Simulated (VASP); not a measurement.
Zr5Cu5Ag6: single point with PBE

Zr5Cu5Ag6:

```xyz
16
Lattice="6.4824 0.1220 0.2142 0.1220 6.7363 -0.0651 0.2142 -0.0651 6.3739" Properties=species:S:1:pos:R:3 pbc="T T T"
Ag    5.1969    4.4928    1.5101
Ag    0.8139    3.4995    5.7874
Ag    5.7387    1.5692    4.7619
Ag    2.3971    4.8131    1.3605
Ag    2.0652    1.2433    4.5261
Ag    3.7515    3.2284    5.7426
Zr    0.5820    2.8257    2.5838
Zr    2.3157    1.3784    1.0131
Zr    4.1658    6.6891    2.8251
Zr    4.2395    6.2009    5.6976
Zr    0.6554    6.3468    2.7749
Cu    0.9994    6.0790    6.0906
Cu    5.3161    4.4263    4.1767
Cu    3.8248    2.7772    2.8635
Cu    2.3204    4.7681    4.0111
Cu    5.4492    1.4901    1.1301
```

| Quantity | Value |
| --- | --- |
| Program | VASP 6.6.1 |
| Task | single point |
| Functional | PBE |
| Potentials or basis | VASP PAW PBE potentials, release 64 (Ag, Zr_sv, Cu) |
| Cutoff | 400 eV |
| k mesh | 1 × 1 × 1, shifted |
| Occupations | fermi-dirac, width 0.05 eV |
| Spin | no spin polarisation |
| Dipole correction | no |
| Further INCAR settings | LREAL = Auto; ALGO = Normal; EDIFF = 1e-06; NBANDS = 104; ISYM = -1 |

```yaml
Pressure: 4.0 GPa
Largest_force: 1.339 eV/Å
Band_gap_on_the_k_mesh: zero (an odd number of electrons rules out a gap without spin polarisation)
```

Forces in eV/Å, atoms in the order of the input:
```
Ag  -0.115  0.193 -1.088
Ag  -0.147 -0.339 -0.042
Ag  -0.428  0.320  0.574
Ag   0.270 -0.301 -0.361
Ag   0.367  0.215 -0.032
Ag   0.085 -0.508 -0.103
Zr   0.738 -0.279  0.377
Zr  -0.523  0.685 -0.327
Zr  -0.430  0.188  0.107
Zr   0.230 -0.212  1.302
Zr  -0.608  0.065 -0.186
Cu  -0.457  0.369 -0.270
Cu   0.698  0.108 -0.355
Cu   0.001 -0.174  0.530
Cu   0.593 -0.188  0.015
Cu  -0.272 -0.143 -0.142
```

Stress tensor (GPa, compression positive):
```
 3.29  0.00 -0.16
 0.00  4.52  1.68
-0.16  1.68  4.30
```

Levels at points of the mesh, in eV from the Fermi level:
```csv
k point,band 88,band 89,band 90,band 91,band 92,band 93
"(0.25, 0.25, 0.25)",-0.71,-0.49,-0.19,0.01,0.15,0.24
```

It took 76 s on 1 thread of Intel(R) Xeon(R) Platinum 8488C (Sapphire Rapids) (shared host), peak memory 0.27 GiB.

Caveat: the atoms stand as in a frame of molecular dynamics.
